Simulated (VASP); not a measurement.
Set up this calculation in VASP 6.6.1, as the native input.

- Task: single point
- Functional: PBEsol
- Potentials or basis: VASP PAW PBE potentials, release 64 (Sc_sv)
- Cutoff: 520 eV
- k mesh: 18 × 18 × 18
- Occupations: gaussian, width 0.15 eV
- Spin: no spin polarisation
- Dipole correction: no
- Further INCAR settings: ALGO = Fast; EDIFF = 1e-06; NBANDS = 12

The structure of Sc lies in POSCAR:

```
Sc
1.0
    0.0000000000      2.2023850000      2.3045575000
    2.2023850000      0.0000000000      2.3045575000
    2.2023850000      2.2023850000      0.0000000000
Sc
1
Direct
    0.0000000000      0.0000000000      0.0000000000
```

This cell differs from its parent crystal: strain -0.030 along x and y, +0.015 along z.

The input as run:

INCAR

```
  PREC = Accurate
  ENCUT = 520
  EDIFF = 1E-6
  ISMEAR = 0
  SIGMA = 0.15
  LREAL = False
  LASPH = True
  NELM = 80
  ALGO = Fast
  ISIF = 2
  LWAVE = False
  LCHARG = True
  GGA = PS
  LELF = True
  LVHAR = True
  NBANDS = 12
```

KPOINTS

```
regular mesh
0
Gamma
  18 18 18
```

Potentials or basis: VASP PAW PBE potentials, release 64 (Sc_sv).

Command:

```sh
$ cat potpaw_PBE.64/Sc_sv/POTCAR > POTCAR
$ mpirun -np 1 vasp_std > vasp.out
```

Results of the run:

| Property | Result |
| --- | --- |
| Pressure | 3.1 GPa |
| Band gap on the k mesh | zero (an odd number of electrons rules out a gap without spin polarisation) |

Caveat: the cell differs from its parent crystal (strain -0.030 along x and y, +0.015 along z); the cell stands under pressure; the PAW data sets were made with another functional, which shifts forces and pressure a little.

It took 2.6 min on 1 thread of Intel Xeon 8259CL (shared host), peak memory 0.24 GiB.
